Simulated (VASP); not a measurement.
Crystal: Cu.

```
CELL_PARAMETERS angstrom
4.55456 0.00000 0.00000
0.00000 4.55456 0.00000
0.00000 0.00000 4.55456
ATOMIC_POSITIONS crystal
Cu 0.00000 0.00000 0.00000
Cu 0.50000 0.50000 0.50000
Cu 0.25000 0.00000 0.50000
Cu 0.75000 0.00000 0.50000
Cu 0.50000 0.25000 0.00000
Cu 0.50000 0.75000 0.00000
Cu 0.00000 0.50000 0.25000
Cu 0.00000 0.50000 0.75000
```

| Property | Result |
| --- | --- |
| Program | VASP 6.6.1 |
| Task | relaxation of cell and atoms |
| Functional | LDA |
| Potentials or basis | VASP PAW LDA potentials, release 64 (Cu) |
| Cutoff | 600 eV |
| k mesh | 6 × 6 × 6 |
| Occupations | fermi-dirac, width 0.1 eV |
| Spin | no spin polarisation |

At the start: pressure -7.8 GPa; volume 11.81 Å³/atom.

Q: How do energy, volume and symmetry change on relaxing?

A: Over 8 steps the energy falls by 15.1 meV/atom and the volume is 11.23 Å³/atom (-4.9 %); space group Pm-3n (No. 223, to 0.05 Å).

The path:
```
step  energy change (eV)  largest force (eV/Å)  pressure (GPa)  volume (Å³)
   1              0.0000                0.0000           -7.79        94.48
   2             -0.0652                0.0000            6.27        86.85
   3             -0.1206                0.0000            0.16        89.79
   4             -0.1205                0.0000           -0.20        89.88
   5             -0.1205                0.0000           -0.17        89.87
   6             -0.1205                0.0000           -0.22        89.86
   7             -0.1205                0.0000           -0.16        89.86
   8             -0.1205                0.0000           -0.14        89.86
```

Final structure:
```
Cu
1.0
     4.47912    0.00000    0.00000
     0.00000    4.47912    0.00000
     0.00000    0.00000    4.47912
Cu
8
Direct
  0.00000 0.00000 0.00000
  0.50000 0.50000 0.50000
  0.25000 0.00000 0.50000
  0.75000 0.00000 0.50000
  0.50000 0.25000 0.00000
  0.50000 0.75000 0.00000
  0.00000 0.50000 0.25000
  0.00000 0.50000 0.75000
```
